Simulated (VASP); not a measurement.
Input of a VASP 6.6.1 run:

File INCAR:

```
SYSTEM = Au
PREC = Accurate ; ENCUT = 520
EDIFF = 1E-6 ; ISMEAR = -1
SIGMA = 0.05 ; LREAL = .False.
LASPH = .True. ; NELM = 80
ALGO = Normal ; ISIF = 2
LWAVE = .False. ; LCHARG = .False.
GGA = PE ; IBRION = 2
NSW = 80 ; EDIFFG = -0.02
```

KPOINTS

```
Automatic mesh
0
Gamma
  18 18 10
  0 0 0
```

The input POSCAR:

```
Au
1.0
    2.8407997153      0.0000000000      0.0000000000
   -1.4203998576      2.4602047205      0.0000000000
    0.0000000000      0.0000000000      4.7803802105
Au
2
Direct
    0.3333333333      0.6666666667      0.7500000000
    0.6666666667      0.3333333333      0.2500000000
```

Potentials or basis: VASP PAW PBE potentials, release 64 (Au).

Launch:

```bash
$ cat potpaw_PBE.64/Au/POTCAR > POTCAR
$ mpirun -np 1 vasp_std > vasp.out
```

Question: What does it give for the band gap on the k mesh?

Answer: Zero (bands 11 and 12 overlap by 7.14 eV).

Stress tensor (GPa, compression positive):
```
12.90  0.00  0.00
 0.00 12.90  0.00
 0.00  0.00 11.79
```

Caveat: the relaxation stopped at its first step, so nothing moved; spin-orbit coupling is left out, which moves the levels of the heavy elements.
